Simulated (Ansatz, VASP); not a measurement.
One calculation of WC, two programs

```
W C
1.0
     0.00000    2.12412    2.33653
     2.12412    0.00000    2.33653
     2.12412    2.12412    0.00000
W C
1 1
Direct
  0.00000 0.00000 0.00000
  0.50000 0.50000 0.50000
```

Alike in both runs: task single point; functional PBEsol; k mesh 20 × 20 × 20; occupations gaussian, width 0.15 eV; no spin polarisation.

|  | VASP | Ansatz |
| --- | --- | --- |
| version | VASP 6.6.1 | Ansatz 0.2.0 |
| potentials or method | VASP PAW PBE potentials, release 64 (W_sv, C), cutoff 520 eV | scalar-relativistic, plane waves, PAW |
| valence electrons in the cell | 18 | 18 |

VASP gave:

```
gap on the k mesh at the Fermi level (eV)                     : none
pressure (GPa)                                                : -2.2
traceless stress, the component that is largest in VASP (GPa) : -28.21
```

Problem. Estimate Ansatz's values.

Solution. gap on the k mesh at the Fermi level (eV): none; pressure (GPa): -3.3; traceless stress, the component that is largest in VASP (GPa): -27.98.

VASP's potentials were made for PBE, not for PBEsol. A gap of «none» marks a metal or a gap that the smearing closes.

Spin-orbit coupling is off throughout.
